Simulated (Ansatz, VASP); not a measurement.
Two plane-wave programs on CuI

The input INCAR:

```
SYSTEM = CuI
  ALGO = Normal
  EDIFF = 1E-7
  ENCUT = 520
  GGA = PE
  ISIF = 2
  ISMEAR = 0
  LASPH = .TRUE.
  LCHARG = .FALSE.
  LREAL = .FALSE.
  LWAVE = .FALSE.
  NBANDS = 16
  NELM = 100
  PREC = Accurate
  SIGMA = 0.05
```

KPOINTS

```
k-points
0
G
  8 8 8
  0 0 0
```

Contents of POSCAR:

```
CuI
1.0
    0.0000000000      3.2287144887      3.1015509017
    3.1015509017      0.0000000000      3.1015509017
    3.1015509017      3.2287144887      0.0000000000
Cu I
1 1
Direct
    0.7500000000      0.7500000000      0.7500000000
    0.0000000000      0.0000000000      0.0000000000
```

Input for Ansatz:

```yaml
crystal:
  lattice:
    - [0.0, 3.2287144887, 3.1015509017]
    - [3.1015509017, 0.0, 3.1015509017]
    - [3.1015509017, 3.2287144887, 0.0]
  atoms:
    - { symbol: Cu, position: [0.75, 0.75, 0.75] }
    - { symbol: I, position: [0.0, 0.0, 0.0] }
basis:
  ecutwfc: 520.0
kpoints:
  mp_grid: { grid: [8, 8, 8] }
hamiltonian:
  xc: pbe
scf:
  occupations: { method: gaussian, width: 0.05 }
output:
  forces: true
  stress: true
  eigenvalues: true
```

Alike in both runs: task single point; functional PBE; k mesh 8 × 8 × 8; occupations gaussian, width 0.05 eV; no spin polarisation.

```csv
,VASP,Ansatz
version,VASP 6.6.1,Ansatz 0.2.0
potentials or method,"VASP PAW PBE potentials, release 64 (Cu, I), cutoff 520 eV","scalar-relativistic, plane waves, PAW"
valence electrons in the cell,18,36
```

VASP gave:

* gap on the k mesh at the Fermi level (eV): 0.86
* least direct gap on the mesh (eV): 0.86
* pressure (GPa): -3.0
* traceless stress, the component that is largest in VASP (GPa): -0.51

Question: Which values does Ansatz return?

Answer: gap on the k mesh at the Fermi level (eV): 0.85; least direct gap on the mesh (eV): 0.85; pressure (GPa): -3.0; traceless stress, the component that is largest in VASP (GPa): -0.51.

VASP's potentials hold 18 valence electrons a cell and Ansatz's 36, so a difference there can come from the potentials and not from the codes.

Neither program's run includes spin-orbit coupling.
